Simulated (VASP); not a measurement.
Ru: single point with r2SCAN

Ru:

```
CELL_PARAMETERS angstrom
2.67190 0.00000 0.00000
-1.33595 2.31393 0.00000
0.00000 0.00000 2.38481
ATOMIC_POSITIONS crystal
Ru 0.00000 0.00000 0.00000
```

This isn't the form of Ru at room conditions, which is hcp.

```json
{
 "Program": "VASP 6.6.1",
 "Task": "single point",
 "Functional": "r2SCAN",
 "Potentials or basis": "VASP PAW PBE potentials, release 64 (Ru_sv)",
 "Cutoff": "620 eV",
 "k mesh": "24 × 24 × 24",
 "Occupations": "gaussian, width 0.1 eV",
 "Spin": "no spin polarisation"
}
```

The pressure is 0.2 GPa and the band gap on the k mesh is zero (bands 8 and 9 overlap by 3.80 eV).

Levels at points of the mesh, in eV from the Fermi level:
```csv
k point,band 4,band 5,band 6,band 7,band 8,band 9,band 10,band 11,band 12,band 13
"(0.00, 0.00, 0.00)",-43.62,-7.80,-6.13,-2.56,-2.56,2.02,2.02,15.32,19.36,22.45
"(0.50, 0.00, 0.00)",-43.53,-6.06,-5.16,-0.21,0.47,1.54,1.89,8.68,14.51,20.24
"(0.00, 0.00, 0.50)",-43.67,-4.59,-1.69,-1.69,-1.49,-1.49,0.11,9.50,19.35,21.80
"(0.50, 0.00, 0.50)",-43.87,-6.56,-4.44,-2.50,2.27,3.78,7.33,7.49,16.85,18.37
```

It took 6 min on 1 thread of Intel(R) Xeon(R) Platinum 8124M CPU @ 3.00GHz (Skylake/Cascade Lake), on a shared host, peak memory 0.3 GiB.

Caveat: the PAW data sets were made with another functional, which shifts forces and pressure a little.
